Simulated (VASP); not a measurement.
Cr, 2 atoms in the cell. Symmetry: Fd-3m, No. 227, cubic system. The conventional cell has a = 4.835 Å, b = 4.835 Å, c = 4.835 Å, α = 90.00°, β = 90.00°, γ = 90.00°. Cr (site symmetry -43m) has 4 Cr at 2.09 Å within 2.8 Å. This isn't the form of Cr at room conditions, which is bcc.

```yaml
Program: VASP 6.6.1
Task: single point
Functional: r2SCAN
Potentials_or_basis: VASP PAW PBE potentials, release 64 (Cr_pv)
Cutoff: 550 eV
k_mesh: 12 × 12 × 12
Occupations: fermi-dirac, width 0.1 eV
Spin: no spin polarisation
Dipole_correction: no
Further_INCAR_settings: ALGO = Normal; EDIFF = 1e-06; NBANDS = 19
```

Potentials or basis: VASP PAW PBE potentials, release 64 (Cr_pv).

Run with:

```bash
$ cat potpaw_PBE.64/Cr_pv/POTCAR > POTCAR
$ cp INCAR.step1 INCAR
$ mpirun -np 1 vasp_std > vasp.out
$ cp INCAR.step2 INCAR
$ mpirun -np 1 vasp_std > vasp.out
```

Hardware: 1 thread of Intel(R) Xeon(R) Platinum 8375C CPU @ 2.90GHz (Ice Lake) (shared host).

Estimate the wall time of this run.

Run time: 2.9 min on 1 thread of Intel(R) Xeon(R) Platinum 8375C CPU @ 2.90GHz (Ice Lake), with other jobs on the host, peak memory 0.18 GiB. Counts: k points 72.
